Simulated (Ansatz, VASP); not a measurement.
# One calculation of TiAl3, two programs

```
CELL_PARAMETERS angstrom
-1.92238 1.92238 4.31186
1.92238 -1.92238 4.31186
1.92238 1.92238 -4.31186
ATOMIC_POSITIONS crystal
Ti 0.00000 0.00000 0.00000
Al 0.50000 0.50000 0.00000
Al 0.75000 0.25000 0.50000
Al 0.25000 0.75000 0.50000
```

Alike in both runs: functional PBE; k mesh 14 × 14 × 14; occupations methfessel-paxton of order 1, width 0.1 eV; no spin polarisation.

Ansatz relaxed the structure, and its values are those at the end. VASP's run is a single point on that final structure, the one shown.

|  | VASP | Ansatz |
| --- | --- | --- |
| version | VASP 6.6.1 | Ansatz 0.2.0 |
| potentials or method | VASP PAW PBE potentials, release 64 (Ti_sv, Al), cutoff 520 eV | plane-wave PAW DFT |
| valence electrons in the cell | 21 | 21 |

Ansatz gave:

```
pressure (GPa) : 0.0
```

What did VASP give for the same quantities?

Pressure (GPa): -0.1.
